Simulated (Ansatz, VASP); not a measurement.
## One calculation of AgI, two programs

POSCAR

```
AgI
1.0
    0.0000000000      3.2885749246      3.2885749246
    3.2885749246      0.0000000000      3.2885749246
    3.2885749246      3.2885749246      0.0000000000
Ag I
1 1
Direct
    0.0000000000      0.0000000000      0.0000000000
    0.2500000000      0.2500000000      0.2500000000
```

The input INCAR.step1:

```
  PREC = Accurate
  ENCUT = 550
  ISMEAR = 1
  SIGMA = 0.5
  LREAL = False
  LASPH = True
  NELM = 120
  NBANDS = 16
  GGA = PE
  ALGO = Normal
  EDIFF = 1E-5
  LWAVE = True
  LCHARG = False
  GGA_COMPAT = False
```

File INCAR.step2:

```
  PREC = Accurate
  ENCUT = 550
  EDIFF = 1E-6
  ISMEAR = 1
  SIGMA = 0.5
  LREAL = False
  LASPH = True
  NELM = 120
  ALGO = Normal
  ISIF = 2
  LWAVE = False
  LCHARG = False
  METAGGA = R2SCAN
  LMIXTAU = True
  NBANDS = 16
  ISTART = 1
  GGA_COMPAT = False
```

Contents of KPOINTS:

```
regular mesh
0
Gamma
  4 4 4
```

Input for Ansatz:

```yaml
crystal:
  lattice:
    - [0.0, 3.2885749246, 3.2885749246]
    - [3.2885749246, 0.0, 3.2885749246]
    - [3.2885749246, 3.2885749246, 0.0]
  atoms:
    - { symbol: Ag, position: [0.0, 0.0, 0.0] }
    - { symbol: I, position: [0.25, 0.25, 0.25] }
kpoints:
  mp_grid: { grid: [4, 4, 4] }
hamiltonian:
  xc: r2scan
scf:
  occupations: { method: methfessel_paxton, width: 0.5 }
  n_extra_bands: 4
output:
  forces: true
  stress: true
  eigenvalues: true
```

Alike in both runs: task single point; functional r2SCAN; k mesh 4 × 4 × 4; occupations methfessel-paxton of order 1, width 0.5 eV; no spin polarisation.

```csv
,VASP,Ansatz
version,VASP 6.6.1,Ansatz 0.2.0
potentials or method,"VASP PAW PBE potentials, release 64 (Ag, I)",plane waves
plane-wave cutoff (eV),550,500
valence electrons in the cell,18,36
```

```tsv
	VASP	Ansatz	Ansatz less VASP
pressure (GPa)	-0.1	0.1	+0.18
```

VASP's potentials were made for PBE, not for r2SCAN. VASP's potentials hold 18 valence electrons a cell and Ansatz's 36, so a difference there can come from the potentials and not from the codes. Ansatz's warnings: smearing energy in gap.

Neither program's run includes spin-orbit coupling.
